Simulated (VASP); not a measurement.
# NiO (Fm-3m) in VASP: settings compared

NiO is run at these levels: PBE+U, BLYP, RPBE, LDA; tasks: single point, density of states.

Program: VASP 6.6.1. These are calculated values, not measurements. Logs are shortened: lines on timing, memory, paths and dates and some standing lists are left out, and cuts for length are marked.

### 1 The cell of the first run

It takes space group Fm-3m (No. 225, cubic). Conventional cell: a = 4.183 Å, b = 4.183 Å, c = 4.183 Å, α = 90.00°, β = 90.00°, γ = 90.00°. Within 2.8 Å of Ni (site symmetry m-3m) lie 6 O at 2.09 Å. O (site symmetry m-3m) has 6 Ni at 2.09 Å within 2.8 Å.

### 2 Single point, PBE+U, collinear spin, ferromagnetic start

Input file INCAR:

```
SYSTEM = NiO
  PREC = Accurate
  ENCUT = 520
  EDIFF = 1E-7
  ISMEAR = -1
  SIGMA = 0.05
  LREAL = .FALSE.
  LASPH = .TRUE.
  NELM = 150
  ALGO = Normal
  ISIF = 2
  LWAVE = .FALSE.
  LCHARG = .FALSE.
  ISPIN = 2
  MAGMOM = 1 0
  LORBIT = 11
  LMAXMIX = 4
  LDAU = .TRUE.
  LDAUTYPE = 2
  LDAUL = 2 -1
  LDAUU = 8 0
  LDAUJ = 0 0
  LDAUPRINT = 1
  GGA = PE
  NBANDS = 19
```

Input file KPOINTS:

```
regular mesh
0
G
  11 11 11
  0 0 0
```

Input file POSCAR:

```
NiO
1.0
    0.0000000000      2.0913095100      2.0913095100
    2.0913095100      0.0000000000      2.0913095100
    2.0913095100      2.0913095100      0.0000000000
Ni O
1 1
Direct
    0.0000000000      0.0000000000      0.0000000000
    0.5000000000      0.5000000000      0.5000000000
```

Potentials or basis: VASP PAW PBE potentials, release 64 (Ni, O).

On the command line:

```sh
> cat potpaw_PBE.64/Ni/POTCAR potpaw_PBE.64/O/POTCAR > POTCAR
> mpirun -np 1 vasp_std > vasp.out
```

OUTCAR:

```text
SYSTEM = NiO
   PREC = Accurate
   ENCUT = 520
   EDIFF = 1E-7
   ISMEAR = -1
   LREAL = .FALSE.
   LASPH = .TRUE.
   NELM = 150
   ISIF = 2
   ISPIN = 2
   LORBIT = 11
   GGA = PE

 ion  position               nearest neighbor table
   1  0.000  0.000  0.000-   2 2.09   2 2.09   2 2.09   2 2.09   2 2.09   2 2.09
   2  0.500  0.500  0.500-   1 2.09   1 2.09   1 2.09   1 2.09   1 2.09   1 2.09

  LATTYP: Found a face centered cubic cell.
 ALAT       =     4.1826190200

  Lattice vectors:

 A1 = (   0.0000000000,   2.0913095100,   2.0913095100)
 A2 = (   2.0913095100,   0.0000000000,   2.0913095100)
 A3 = (   2.0913095100,   2.0913095100,   0.0000000000)

Analysis of symmetry for initial positions (statically):
=====================================================================
 Subroutine PRICEL returns:
 Original cell was already a primitive cell.

 Routine SETGRP: Setting up the symmetry group for a
 face centered cubic supercell.

 Subroutine GETGRP returns: Found 48 space group operations
 (whereof 48 operations were pure point group operations)
 out of a pool of 48 trial point group operations.

The static configuration has the point symmetry O_h .

Analysis of symmetry for dynamics (positions and initial velocities):
=====================================================================
 Subroutine PRICEL returns:
 Original cell was already a primitive cell.

 Routine SETGRP: Setting up the symmetry group for a
 face centered cubic supercell.

 Subroutine GETGRP returns: Found 48 space group operations
 (whereof 48 operations were pure point group operations)
 out of a pool of 48 trial point group operations.

The dynamic configuration has the point symmetry O_h .

Analysis of structural, dynamic, and magnetic symmetry:
=====================================================================
 Subroutine PRICEL returns:
 Original cell was already a primitive cell.

 Routine SETGRP: Setting up the symmetry group for a
 face centered cubic supercell.

 Subroutine GETGRP returns: Found 48 space group operations
 (whereof 48 operations were pure point group operations)
 out of a pool of 48 trial point group operations.

The overall configuration has the point symmetry O_h .

 Subroutine INISYM returns: Found 48 space group operations
 (whereof 48 operations are pure point group operations),
 and found     1 'primitive' translations

----------------------------------------------------------------------------------------

                                     Primitive cell

  volume of cell :      18.2930

  direct lattice vectors                    reciprocal lattice vectors
     0.000000000  2.091309510  2.091309510    -0.239084649  0.239084649  0.239084649
     2.091309510  0.000000000  2.091309510     0.239084649 -0.239084649  0.239084649
     2.091309510  2.091309510  0.000000000     0.239084649  0.239084649 -0.239084649

  length of vectors
     2.957558272  2.957558272  2.957558272     0.414106759  0.414106759  0.414106759

  position of ions in fractional coordinates (direct lattice)
     0.000000000  0.000000000  0.000000000
     0.500000000  0.500000000  0.500000000

  ion indices of the primitive-cell ions
   primitive index   ion index
                 1           1
                 2           2

----------------------------------------------------------------------------------------

 KPOINTS: regular mesh

Automatic generation of k-mesh.
 Grid dimensions read from file:
 generate k-points for:   11   11   11

 Generating k-lattice:

  Cartesian coordinates                     Fractional coordinates (reciprocal lattice)
    -0.021734968  0.021734968  0.021734968     0.090909091  0.000000000  0.000000000
     0.021734968 -0.021734968  0.021734968     0.000000000  0.090909091  0.000000000
     0.021734968  0.021734968 -0.021734968     0.000000000  0.000000000  0.090909091

  Length of vectors
     0.037646069  0.037646069  0.037646069

  Shift w.r.t. Gamma in fractional coordinates (k-lattice)
     0.000000000  0.000000000  0.000000000

 Subroutine IBZKPT returns following result:
 ===========================================

 Found     56 irreducible k-points:

 Following reciprocal coordinates:
            Coordinates               Weight
  0.000000  0.000000  0.000000      1.000000
  0.090909  0.000000  0.000000      8.000000
  0.181818  0.000000  0.000000      8.000000
  0.272727  0.000000  0.000000      8.000000
  0.363636  0.000000  0.000000      8.000000
  0.454545  0.000000  0.000000      8.000000
[... 16 lines left out ...]
 -0.272727  0.181818  0.000000     24.000000
 -0.181818  0.181818  0.000000     12.000000
 [... further k-points ...]
   k-points           NKPTS =     56   k-points in BZ     NKDIM =     56   number of bands    NBANDS=     19
   number of dos      NEDOS =    301   number of ions     NIONS =      2
   total plane-waves  NPLWV =  13824
   dimension x,y,z NGX =    24 NGY =   24 NGZ =   24
   dimension x,y,z NGXF=    48 NGYF=   48 NGZF=   48
   ions per type =               1   1
   NGX,Y,Z   is equivalent  to a cutoff of  13.49, 13.49, 13.49 a.u.
   NGXF,Y,Z  is equivalent  to a cutoff of  26.98, 26.98, 26.98 a.u.
 SYSTEM =  NiO
   PREC   = accura    normal or accurate (medium, high low for compatibility)
   ISTART =      0    job   : 0-new  1-cont  2-samecut
   ICHARG =      2    charge: 1-file 2-atom 10-const
   ISPIN  =      2    spin polarized calculation?
   LNONCOLLINEAR =      F non collinear calculations
   LSORBIT =      F    spin-orbit coupling
   LASPH  =      T    aspherical Exc in radial PAW
   ENCUT  =  520.0 eV  38.22 Ry    6.18 a.u.   5.50  5.50  5.50*2*pi/ulx,y,z
   NELM   =    150;   NELMIN=  2; NELMDL= -5     # of ELM steps
   EDIFF  = 0.1E-06   stopping-criterion for ELM
   LREAL  =      F    real-space projection
   EDIFFG = 0.1E-05   stopping-criterion for IOM
   NSW    =      0    number of steps for IOM
   IBRION =     -1    ionic relax: 0-MD 1-quasi-New 2-CG
   NFREE  =      0    steps in history (QN), initial steepest desc. (CG)
   ISIF   =      2    stress and relaxation
   ISYM   =      2    0-nonsym 1-usesym 2-fastsym
   POTIM  = 0.5000    time-step for ionic-motion
   TEBEG  =    0.0;   TEEND  =   0.0 temperature during run
   PSTRESS=    0.0 pullay stress
   NELECT =      16.0000    total number of electrons
   NUPDOWN=      -1.0000    fix difference up-down
   EMIN   =  10.00;   EMAX   =-10.00  energy-range for DOS
   EFERMI =   0.00;   METHOD = LEGACY
   ISMEAR =    -1;   SIGMA  =   0.05  broadening in eV -4-tet -1-fermi 0-gaus
   EFERMI_NEDOS =   21; number of points for ismear=-14 and -15
   IALGO  =     38    algorithm
   IMIX   =      4    mixing-type and parameters
     AMIX     =   0.40;   BMIX     =  1.00
     AMIX_MAG =   1.60;   BMIX_MAG =  1.00
  volume/ion in A,a.u.               =       9.15        61.72
  Fermi-wavevector in a.u.,A,eV,Ry     =   1.565621  2.958594 33.350161  2.451168
  Thomas-Fermi vector in A             =   2.668070
   LORBIT       =     11    0 simple, 1 ext, 2 COOP (PROOUT), +10 PAW based schemes
 LDA+U is selected, type is set to LDAUTYPE =  2
   angular momentum for each species LDAUL =     2   -1
   U (eV)           for each species LDAUU =   8.0  0.0
   J (eV)           for each species LDAUJ =   0.0  0.0
   GGA     = PE    functional components
   LHFCALC =     F    Hartree Fock is set to
   AEXX    =    0.0000 exact exchange contribution
   IVDW    =     0    specifies the selected vdW correction
   LEPSILON=     F    determine dielectric tensor
   LRPA    =     F    only Hartree local field effects (RPA)
 spin polarized calculation
  energy-cutoff  :      520.00
  volume of cell :       18.29
 maximum number of plane-waves:       531
 NGX is ok and might be reduce to    24
   NGX = 11   NGY = 11   NGZ = 11

atom =   1  type =  1  l = 2

 onsite density matrix

spin component  1

  0.9892 -0.0000  0.0000 -0.0000  0.0000
 -0.0000  0.9892 -0.0000 -0.0000  0.0000
  0.0000 -0.0000  1.0492 -0.0000 -0.0000
 -0.0000 -0.0000 -0.0000  0.9892  0.0000
  0.0000  0.0000 -0.0000  0.0000  1.0492

spin component  2

  0.9886 -0.0000 -0.0000 -0.0000  0.0000
 -0.0000  0.9886 -0.0000 -0.0000 -0.0000
 -0.0000 -0.0000  0.1182  0.0000 -0.0000
 -0.0000 -0.0000  0.0000  0.9886  0.0000
  0.0000 -0.0000 -0.0000  0.0000  0.1182

 occupancies and eigenvectors

  o =  0.1182  v =  0.0000  0.0000  0.0000  0.0000  0.0000  0.0000  0.0000 -0.0077  0.0000 -1.0000      0.0000  0.0000  0.0000  0.0000  0.0000  0.0000  0.0000  0.0000  0.0000  0.0000
  o =  0.1182  v =  0.0000  0.0000  0.0000  0.0000  0.0000  0.0000  0.0000 -1.0000  0.0000  0.0077      0.0000  0.0000  0.0000  0.0000  0.0000  0.0000  0.0000  0.0000  0.0000  0.0000
  o =  0.9886  v =  0.0000  0.0000  0.0000  0.0000  0.0000  0.0000  0.8315  0.0000  0.5556 -0.0000      0.0000  0.0000  0.0000  0.0000  0.0000  0.0000  0.0000  0.0000  0.0000  0.0000
  o =  0.9886  v =  0.0000  0.0000  0.0000  0.0000  0.0000  0.0000  0.5556 -0.0000 -0.8315 -0.0000      0.0000  0.0000  0.0000  0.0000  0.0000  0.0000  0.0000  0.0000  0.0000  0.0000
  o =  0.9886  v =  0.0000  0.0000  0.0000  0.0000  0.0000  1.0000  0.0000  0.0000  0.0000  0.0000      0.0000  0.0000  0.0000  0.0000  0.0000  0.0000  0.0000  0.0000  0.0000  0.0000
  o =  0.9892  v =  0.0000  0.9972 -0.0000  0.0743 -0.0000  0.0000  0.0000  0.0000  0.0000  0.0000      0.0000  0.0000  0.0000  0.0000  0.0000  0.0000  0.0000  0.0000  0.0000  0.0000
  o =  0.9892  v =  0.0000  0.0743  0.0000 -0.9972 -0.0000  0.0000  0.0000  0.0000  0.0000  0.0000      0.0000  0.0000  0.0000  0.0000  0.0000  0.0000  0.0000  0.0000  0.0000  0.0000
  o =  0.9892  v =  1.0000  0.0000  0.0000  0.0000  0.0000  0.0000  0.0000  0.0000  0.0000  0.0000      0.0000  0.0000  0.0000  0.0000  0.0000  0.0000  0.0000  0.0000  0.0000  0.0000
  o =  1.0492  v =  0.0000 -0.0000 -0.9999 -0.0000 -0.0115  0.0000  0.0000  0.0000  0.0000  0.0000      0.0000  0.0000  0.0000  0.0000  0.0000  0.0000  0.0000  0.0000  0.0000  0.0000
  o =  1.0492  v =  0.0000  0.0000 -0.0115  0.0000  0.9999  0.0000  0.0000  0.0000  0.0000  0.0000      0.0000  0.0000  0.0000  0.0000  0.0000  0.0000  0.0000  0.0000  0.0000  0.0000

 number of electron      16.0000005 magnetization       1.9999645

 Free energy of the ion-electron system (eV)
  ---------------------------------------------------
  ext. energy  EPLUGINS =         0.00000000
  ---------------------------------------------------
  free energy    TOTEN  =        -9.96917817 eV

  energy without entropy =       -9.96917817  energy(sigma->0) =       -9.96917817

 E-fermi :   7.6082     XC(G=0): -12.6151

 val. band max:        6.4513168688   @ k =   0.4545   0.0000   0.0000
 cond. band min:       9.4875070930   @ k =   0.0000   0.0000   0.0000
 fundamental gap:      3.0361902242
 Fermi energy:         7.6082101363

 spin component 1

 k-point     1 :       0.0000    0.0000    0.0000
  band No.  band energies     occupation
      1     -12.0165      1.00000
      2      -0.5748      1.00000
      3      -0.5748      1.00000
      4       0.7285      1.00000
      5       0.7286      1.00000
      6       0.7286      1.00000
[... 11 lines left out ...]
     18      29.8131      0.00000
     19      29.8132      0.00000
[... 485 lines left out ...]
 k-point    24 :      -0.1818    0.1818    0.0000
  band No.  band energies     occupation
      1     -11.1869      1.00000
      2      -1.3405      1.00000
      3      -1.1043      1.00000
      4       0.3243      1.00000
      5       0.7759      1.00000
      6       0.9885      1.00000
[... 11 lines left out ...]
     18      36.5315      0.00000
     19      37.6882      0.00000

 [... further k-points ...]

 spin component 2

 k-point     1 :       0.0000    0.0000    0.0000
  band No.  band energies     occupation
      1     -11.7707      1.00000
      2       1.7396      1.00000
      3       1.7401      1.00000
      4       1.7404      1.00000
      5       5.6992      1.00000
      6       5.6992      1.00000
[... 11 lines left out ...]
     18      36.5729      0.00000
     19      36.5731      0.00000
[... 485 lines left out ...]
 k-point    24 :      -0.1818    0.1818    0.0000
  band No.  band energies     occupation
      1     -10.8953      1.00000
      2       1.0608      1.00000
      3       1.1968      1.00000
      4       2.0268      1.00000
      5       3.6818      1.00000
      6       4.6417      1.00000
[... 11 lines left out ...]
     18      37.9181      0.00000
     19      39.9734      0.00000

 [... further k-points ...]
[... 5 lines left out ...]
  --------------------------------------------------------------------------------------
  -------------------------------------------------------------------------------------
  Total       -0.0529400     -0.0529400     -0.0529400     -0.0000000     -0.0000000     -0.0000000
  in kB       -4.6367030     -4.6367030     -4.6367030     -0.0000000     -0.0000000     -0.0000000
  external PRESSURE =      -4.6367030 kB  Pullay stress =       0.0000000 kB

 VOLUME and BASIS-vectors are now :
 -----------------------------------------------------------------------------
  energy-cutoff  :      520.00
  volume of cell :       18.29
      direct lattice vectors                 reciprocal lattice vectors
     0.000000000  2.091309510  2.091309510    -0.239084649  0.239084649  0.239084649
     2.091309510  0.000000000  2.091309510     0.239084649 -0.239084649  0.239084649
     2.091309510  2.091309510  0.000000000     0.239084649  0.239084649 -0.239084649

 POSITION                                       TOTAL-FORCE (eV/Angst)
 -----------------------------------------------------------------------------------
      0.00000      0.00000      0.00000        -0.000000     -0.000000     -0.000000
      2.09131      2.09131      2.09131         0.000000      0.000000      0.000000
 -----------------------------------------------------------------------------------
    total drift:                                0.000000     -0.000000     -0.000000

  FREE ENERGIE OF THE ION-ELECTRON SYSTEM (eV)
  ---------------------------------------------------
  free  energy   TOTEN  =        -9.9691781689 eV

  energy  without entropy=       -9.9691781689  energy(sigma->0) =       -9.96917817

 total charge

# of ion       s       p       d       tot
------------------------------------------
    1        0.344   0.426   8.239   9.009
    2        1.546   3.489   0.000   5.035
--------------------------------------------------
tot          1.890   3.915   8.239  14.044

 magnetization (x)

# of ion       s       p       d       tot
------------------------------------------
    1        0.012   0.013   1.859   1.884
    2        0.013   0.114   0.000   0.127
--------------------------------------------------
tot          0.025   0.127   1.859   2.011
```

Wall time 16 s (1 thread of Intel Xeon 6975P-C (Granite Rapids), shared host); peak memory 0.16 GiB.

Results:

| Quantity | Value |
| --- | --- |
| Free energy | -9.9692 eV |
| Pressure | -0.5 GPa |
| Band gap on the k mesh | 3.04 eV, indirect (least direct gap 3.79 eV) |
| Net moment | 2.00 μB per cell |
| Site moments | Ni +1.88; O +0.13 μB |
| Valence electrons inside the program's atomic spheres | Ni 9.01; O 5.04 |

Eigenvalues of the final occupation matrices:
```csv
site,spin,trace,eigenvalues
site 1 d,1,5.07,0.99 0.99 0.99 1.05 1.05
site 1 d,2,3.20,0.12 0.12 0.99 0.99 0.99
```

Caveat: a cell with one magnetic atom can't hold antiferromagnetic order, which such compounds often take. A k mesh can miss the band edges.

[end of part 1 of 2]
